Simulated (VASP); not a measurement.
# GaAs (I-4m2) in VASP: notebook

Runs on GaAs. Level: PBE. Tasks: single point.

Program: VASP 6.6.1. These are calculated values, not measurements. Logs are shortened: lines on timing, memory, paths and dates and some standing lists are left out, and cuts for length are marked.

## (1) The cell of the first run

The structure is tetragonal, space group I-4m2 (No. 119). Conventional cell: a = 4.007 Å, b = 4.007 Å, c = 5.496 Å, α = 90.00°, β = 90.00°, γ = 90.00°. Ga (site symmetry -4m2) has 4 As at 2.43 Å within 3.2 Å. As (site symmetry -4m2) has 4 Ga at 2.43 Å within 3.2 Å.

## (2) Single point, PBE (uniaxial z strain -3.0%)

File INCAR:

```
ALGO = Normal
EDIFF = 1E-6
ENCUT = 520
GGA = PE
ISIF = 2
ISMEAR = -1
LASPH = T
LCHARG = F
LREAL = F
LWAVE = F
NBANDS = 16
NELM = 100
PREC = Accurate
SIGMA = 0.02
```

File KPOINTS:

```
k-points
0
Gamma
  8 8 8
```

File POSCAR:

```
GaAs
1.0
    0.0000000000      2.8330850955      2.7480925426
    2.8330850955      0.0000000000      2.7480925426
    2.8330850955      2.8330850955      0.0000000000
Ga As
1 1
Direct
    0.0000000000      0.0000000000      0.0000000000
    0.2500000000      0.2500000000      0.2500000000
```

Potentials or basis: VASP PAW PBE potentials, release 64 (Ga_d, As).

Command:

```sh
> cat potpaw_PBE.64/Ga_d/POTCAR potpaw_PBE.64/As/POTCAR > POTCAR
> mpirun -np 1 vasp_std > vasp.out
```

OUTCAR:

```text
EDIFF = 1E-6
   ENCUT = 520
   GGA = PE
   ISIF = 2
   ISMEAR = -1
   LASPH = T
   LREAL = F
   NELM = 100
   PREC = Accurate

 ion  position               nearest neighbor table
   1  0.000  0.000  0.000-   2 2.43   2 2.43   2 2.43   2 2.43
   2  0.250  0.250  0.250-   1 2.43   1 2.43   1 2.43   1 2.43

  LATTYP: Found a body centered tetragonal cell.
 ALAT       =     4.0065873654
 C/A-ratio  =     1.3717871555

  Lattice vectors:

 A1 = (   0.0000000000,  -2.8330850955,  -2.7480925426)
 A2 = (   0.0000000000,   2.8330850955,  -2.7480925426)
 A3 = (   2.8330850955,   0.0000000000,   2.7480925426)

Analysis of symmetry for initial positions (statically):
=====================================================================
 Subroutine PRICEL returns:
 Original cell was already a primitive cell.

 Routine SETGRP: Setting up the symmetry group for a
 body centered tetragonal supercell.

 Subroutine GETGRP returns: Found  8 space group operations
 (whereof  8 operations were pure point group operations)
 out of a pool of 16 trial point group operations.

The static configuration has the point symmetry D_2d.

Analysis of symmetry for dynamics (positions and initial velocities):
=====================================================================
 Subroutine PRICEL returns:
 Original cell was already a primitive cell.

 Routine SETGRP: Setting up the symmetry group for a
 body centered tetragonal supercell.

 Subroutine GETGRP returns: Found  8 space group operations
 (whereof  8 operations were pure point group operations)
 out of a pool of 16 trial point group operations.

The dynamic configuration has the point symmetry D_2d.

 Subroutine INISYM returns: Found  8 space group operations
 (whereof  8 operations are pure point group operations),
 and found     1 'primitive' translations

----------------------------------------------------------------------------------------

                                     Primitive cell

  volume of cell :      44.1144

  direct lattice vectors                    reciprocal lattice vectors
     0.000000000  2.833085095  2.748092543    -0.176486051  0.176486051  0.181944382
     2.833085095  0.000000000  2.748092543     0.176486051 -0.176486051  0.181944382
     2.833085095  2.833085095  0.000000000     0.176486051  0.176486051 -0.181944382

  length of vectors
     3.946946134  3.946946134  4.006587365     0.308866331  0.308866331  0.308866331

  position of ions in fractional coordinates (direct lattice)
     0.000000000  0.000000000  0.000000000
     0.250000000  0.250000000  0.250000000

  ion indices of the primitive-cell ions
   primitive index   ion index
                 1           1
                 2           2

----------------------------------------------------------------------------------------

 KPOINTS: k-points

Automatic generation of k-mesh.
 Grid dimensions read from file:
 generate k-points for:    8    8    8

 Generating k-lattice:

  Cartesian coordinates                     Fractional coordinates (reciprocal lattice)
    -0.022060756  0.022060756  0.022743048     0.125000000  0.000000000  0.000000000
     0.022060756 -0.022060756  0.022743048     0.000000000  0.125000000  0.000000000
     0.022060756  0.022060756 -0.022743048    -0.000000000 -0.000000000  0.125000000

  Length of vectors
     0.038608291  0.038608291  0.038608291

  Shift w.r.t. Gamma in fractional coordinates (k-lattice)
     0.000000000  0.000000000  0.000000000

 Subroutine IBZKPT returns following result:
 ===========================================

 Found     59 irreducible k-points:

 Following reciprocal coordinates:
            Coordinates               Weight
  0.000000  0.000000  0.000000      1.000000
  0.125000 -0.000000  0.000000      8.000000
  0.250000 -0.000000  0.000000      8.000000
  0.375000 -0.000000  0.000000      8.000000
  0.500000 -0.000000  0.000000      4.000000
  0.125000  0.125000  0.000000      2.000000
[... 16 lines left out ...]
  0.250000 -0.000000  0.125000     16.000000
  0.375000  0.000000  0.125000     16.000000
 [... further k-points ...]
   k-points           NKPTS =     59   k-points in BZ     NKDIM =     59   number of bands    NBANDS=     16
   number of dos      NEDOS =    301   number of ions     NIONS =      2
   total plane-waves  NPLWV =  27000
   dimension x,y,z NGX =    30 NGY =   30 NGZ =   30
   dimension x,y,z NGXF=    60 NGYF=   60 NGZF=   60
   ions per type =               1   1
   NGX,Y,Z   is equivalent  to a cutoff of  12.64, 12.64, 12.45 a.u.
   NGXF,Y,Z  is equivalent  to a cutoff of  25.27, 25.27, 24.90 a.u.
 SYSTEM =  unknown system
   PREC   = accura    normal or accurate (medium, high low for compatibility)
   ISTART =      0    job   : 0-new  1-cont  2-samecut
   ICHARG =      2    charge: 1-file 2-atom 10-const
   ISPIN  =      1    spin polarized calculation?
   LNONCOLLINEAR =      F non collinear calculations
   LSORBIT =      F    spin-orbit coupling
   LASPH  =      T    aspherical Exc in radial PAW
   ENCUT  =  520.0 eV  38.22 Ry    6.18 a.u.   7.34  7.34  7.45*2*pi/ulx,y,z
   NELM   =    100;   NELMIN=  2; NELMDL= -5     # of ELM steps
   EDIFF  = 0.1E-05   stopping-criterion for ELM
   LREAL  =      F    real-space projection
   EDIFFG = 0.1E-04   stopping-criterion for IOM
   NSW    =      0    number of steps for IOM
   IBRION =     -1    ionic relax: 0-MD 1-quasi-New 2-CG
   NFREE  =      0    steps in history (QN), initial steepest desc. (CG)
   ISIF   =      2    stress and relaxation
   ISYM   =      2    0-nonsym 1-usesym 2-fastsym
   POTIM  = 0.5000    time-step for ionic-motion
   TEBEG  =    0.0;   TEEND  =   0.0 temperature during run
   PSTRESS=    0.0 pullay stress
   NELECT =      18.0000    total number of electrons
   NUPDOWN=      -1.0000    fix difference up-down
   EMIN   =  10.00;   EMAX   =-10.00  energy-range for DOS
   EFERMI =   0.00;   METHOD = LEGACY
   ISMEAR =    -1;   SIGMA  =   0.02  broadening in eV -4-tet -1-fermi 0-gaus
   EFERMI_NEDOS =   21; number of points for ismear=-14 and -15
   IALGO  =     38    algorithm
   IMIX   =      4    mixing-type and parameters
     AMIX     =   0.40;   BMIX     =  1.00
     AMIX_MAG =   1.60;   BMIX_MAG =  1.00
  volume/ion in A,a.u.               =      22.06       148.85
  Fermi-wavevector in a.u.,A,eV,Ry     =   1.214243  2.294586 20.060227  1.474385
  Thomas-Fermi vector in A             =   2.349669
   LORBIT       =      0    0 simple, 1 ext, 2 COOP (PROOUT), +10 PAW based schemes
   GGA     = PE    functional components
   LHFCALC =     F    Hartree Fock is set to
   AEXX    =    0.0000 exact exchange contribution
   IVDW    =     0    specifies the selected vdW correction
   LEPSILON=     F    determine dielectric tensor
   LRPA    =     F    only Hartree local field effects (RPA)
 non-spin polarized calculation
  energy-cutoff  :      520.00
  volume of cell :       44.11
 maximum number of plane-waves:      1219
 NGX is ok and might be reduce to    30
   NGX = 15   NGY = 15   NGZ = 15

 number of electron      18.0000007 magnetization

 Free energy of the ion-electron system (eV)
  ---------------------------------------------------
  ext. energy  EPLUGINS =         0.00000000
  ---------------------------------------------------
  free energy    TOTEN  =        -8.21300551 eV

  energy without entropy =       -8.21300551  energy(sigma->0) =       -8.21300551

 E-fermi :   4.5634     XC(G=0):  -9.6964

 val. band max:        4.2727525642   @ k =   0.0000   0.0000   0.0000
 cond. band min:       4.8548409734   @ k =   0.0000   0.0000   0.0000
 fundamental gap:      0.5820884092
 Fermi energy:         4.5634100094

 k-point     1 :       0.0000    0.0000    0.0000
  band No.  band energies     occupation
      1     -10.6968      2.00000
      2     -10.6968      2.00000
      3     -10.6892      2.00000
      4     -10.6119      2.00000
      5     -10.6070      2.00000
      6      -8.7378      2.00000
[... 8 lines left out ...]
     15      14.0456      0.00000
     16      14.6049      0.00000

 k-point     2 :       0.1250   -0.0000    0.0000
  band No.  band energies     occupation
      1     -10.7099      2.00000
      2     -10.6929      2.00000
      3     -10.6875      2.00000
      4     -10.6123      2.00000
      5     -10.6070      2.00000
      6      -8.5486      2.00000
[... 8 lines left out ...]
     15      13.2574      0.00000
     16      13.6376      0.00000

 k-point     3 :       0.2500   -0.0000    0.0000
  band No.  band energies     occupation
      1     -10.7422      2.00000
      2     -10.6846      2.00000
      3     -10.6797      2.00000
      4     -10.6122      2.00000
      5     -10.6059      2.00000
      6      -8.0198      2.00000
[... 8 lines left out ...]
     15      13.1585      0.00000
     16      13.4378      0.00000

 k-point     4 :       0.3750   -0.0000    0.0000
  band No.  band energies     occupation
      1     -10.7708      2.00000
      2     -10.6779      2.00000
      3     -10.6732      2.00000
      4     -10.6105      2.00000
      5     -10.6030      2.00000
      6      -7.3077      2.00000
[... 8 lines left out ...]
     15      14.4002      0.00000
     16      14.4968      0.00000
[... 324 lines left out ...]
 k-point    22 :       0.1250    0.0000    0.1250
  band No.  band energies     occupation
      1     -10.7198      2.00000
      2     -10.6889      2.00000
      3     -10.6823      2.00000
      4     -10.6124      2.00000
      5     -10.6075      2.00000
      6      -8.4902      2.00000
[... 8 lines left out ...]
     15      13.0968      0.00000
     16      14.6807      0.00000

 k-point    23 :       0.2500   -0.0000    0.1250
  band No.  band energies     occupation
      1     -10.7445      2.00000
      2     -10.6810      2.00000
      3     -10.6754      2.00000
      4     -10.6143      2.00000
      5     -10.6063      2.00000
      6      -8.0771      2.00000
[... 8 lines left out ...]
     15      14.2363      0.00000
     16      14.5570      0.00000

 k-point    24 :       0.3750    0.0000    0.1250
  band No.  band energies     occupation
      1     -10.7699      2.00000
      2     -10.6751      2.00000
      3     -10.6690      2.00000
      4     -10.6134      2.00000
      5     -10.6046      2.00000
      6      -7.4105      2.00000
[... 8 lines left out ...]
     15      14.3859      0.00000
     16      15.2524      0.00000

 [... further k-points ...]

------------------------ aborting loop because EDIFF is reached ----------------------------------------

  FORCE on cell =-STRESS in cart. coord.  units (eV):
  Direction    XX          YY          ZZ          XY          YZ          ZX
  --------------------------------------------------------------------------------------
  -------------------------------------------------------------------------------------
  Total        1.3193937      1.3193937      1.7843284      0.0000000     -0.0000000      0.0000000
  in kB       47.9186296     47.9186296     64.8044448      0.0000000     -0.0000000      0.0000000
  external PRESSURE =      53.5472347 kB  Pullay stress =       0.0000000 kB

 VOLUME and BASIS-vectors are now :
 -----------------------------------------------------------------------------
  energy-cutoff  :      520.00
  volume of cell :       44.11
      direct lattice vectors                 reciprocal lattice vectors
     0.000000000  2.833085095  2.748092543    -0.176486051  0.176486051  0.181944382
     2.833085095  0.000000000  2.748092543     0.176486051 -0.176486051  0.181944382
     2.833085095  2.833085095  0.000000000     0.176486051  0.176486051 -0.181944382

 POSITION                                       TOTAL-FORCE (eV/Angst)
 -----------------------------------------------------------------------------------
      0.00000      0.00000      0.00000         0.000000      0.000000      0.000000
      1.41654      1.41654      1.37405        -0.000000     -0.000000     -0.000000
 -----------------------------------------------------------------------------------
    total drift:                                0.000002      0.000002     -0.000000

  FREE ENERGIE OF THE ION-ELECTRON SYSTEM (eV)
  ---------------------------------------------------
  free  energy   TOTEN  =        -8.2130055138 eV

  energy  without entropy=       -8.2130055126  energy(sigma->0) =       -8.21300551
```

Run time: 27 s. Hardware: 1 thread of Intel Xeon Platinum 8559C (Emerald Rapids), shared host; peak memory 0.19 GiB.

Results:

| Quantity | Value |
| --- | --- |
| Free energy | -8.2130 eV |
| Pressure | 5.4 GPa |
| Band gap on the k mesh | 0.58 eV, direct |

Levels at points of the mesh, in eV from the valence-band top:
```
           k point  band 7  band 8  band 9  band 10  band 11  band 12
(0.00, 0.00, 0.00)   -0.17   -0.17    0.00     0.58     3.57     3.65
(0.50, 0.00, 0.00)   -6.88   -1.41   -1.17     0.94     4.42     4.66
(0.50, 0.50, 0.00)   -6.92   -3.01   -3.01     1.18     1.33    10.25
(0.50, 0.00, 0.50)   -7.11   -2.81   -2.79     1.37     1.63    10.10
```

Caveat: the cell differs from its parent crystal (uniaxial z strain -3.0%).

(Continued in part 2 of 2.)
